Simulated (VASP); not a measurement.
Write the native input for VASP 6.6.1 that does the following.

```
Task                   : single point
Functional             : PBE
Potentials or basis    : VASP PAW PBE potentials, release 64 (Cu, O)
Cutoff                 : 520 eV
k mesh                 : 8 × 8 × 5
Occupations            : fermi-dirac, width 0.05 eV
Spin                   : no spin polarisation
Dipole correction      : no
Further INCAR settings : ALGO = Normal; EDIFF = 1e-06; NBANDS = 25
```

The structure of CuO lies in POSCAR:

```
CuO
1.0
    2.2977570000     -1.6791320000      0.0000000000
    2.2977570000      1.6791320000      0.0000000000
   -0.8433432681      0.0000000000      5.0594363927
Cu O
2 2
Direct
    0.4949080808     -0.0061306206      0.5019270149
   -0.0061306206      0.4949080808      0.0019270149
    0.4219331422      0.5662893976      0.7517729851
    0.5662893976      0.4219331422      0.2517729851
```

The input as run:

INCAR

```
ALGO     = Normal         # electronic algorithm
EDIFF    = 1E-6           # SCF threshold, eV
ENCUT    = 520            # plane-wave cutoff, eV
GGA      = PE             # functional
ISIF     = 2              # what is computed and relaxed
ISMEAR   = -1             # smearing method
LASPH    = T              # aspherical terms in the spheres
LCHARG   = F              # write CHGCAR
LREAL    = F              # projectors in reciprocal space
LWAVE    = F              # write WAVECAR
NBANDS   = 25             # bands
NELM     = 80             # most SCF steps
PREC     = Accurate       # precision mode
SIGMA    = 0.05           # smearing width, eV
```

KPOINTS

```
k-points
0
Gamma
  8 8 5
```

Potentials or basis: VASP PAW PBE potentials, release 64 (Cu, O).

Launch:

```sh
$ cat potpaw_PBE.64/Cu/POTCAR potpaw_PBE.64/O/POTCAR > POTCAR
$ mpirun -np 1 vasp_std > vasp.out
```

Results of the run:

* Pressure: 14.5 GPa
* Largest force: 0.060 eV/Å
* Band gap on the k mesh: zero (bands 17 and 18 overlap by 0.48 eV)

Caveat: the cell stands under pressure; semilocal functionals underestimate gaps, and a narrow one can read as zero; semilocal functionals often make such compounds metallic where correlation or magnetic order opens a gap, which also shifts bond lengths.

Run time: 120 s on 1 thread of Intel Xeon 8259CL, on a shared host, peak memory 0.21 GiB.
